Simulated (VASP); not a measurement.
Crystal: CdS.

```
CELL_PARAMETERS angstrom
0.00000 2.91650 2.91650
2.91650 0.00000 2.91650
2.91650 2.91650 0.00000
ATOMIC_POSITIONS crystal
Cd 0.00000 0.00000 0.00000
S 0.25000 0.25000 0.25000
```

* Program: VASP 6.6.1
* Task: relaxation of cell and atoms
* Functional: PBE
* Potentials or basis: VASP PAW PBE potentials, release 64 (Cd, S)
* Cutoff: 500 eV
* k mesh: 5 × 5 × 5
* Occupations: gaussian, width 0.01 eV
* Spin: no spin polarisation

At the start: pressure 3.2 GPa; volume 24.81 Å³/atom.

Problem. How do energy, volume and symmetry change on relaxing?

Solution. Over 3 steps the energy falls by 13.0 meV/atom and the volume is 26.16 Å³/atom (+5.4 %); space group F-43m (No. 216, to 0.1 Å) before and after.

Step by step:
```
step  energy change (eV)  largest force (eV/Å)  pressure (GPa)  volume (Å³)
   1              0.0000                0.0000            3.24        49.62
   2             -0.0230                0.0000           -0.96        53.31
   3             -0.0261                0.0000            0.01        52.32
```

Final structure:
```
Cd S
1.0
     0.00000    2.96851    2.96851
     2.96851    0.00000    2.96851
     2.96851    2.96851    0.00000
Cd S
1 1
Direct
  0.00000 0.00000 0.00000
  0.25000 0.25000 0.25000
```
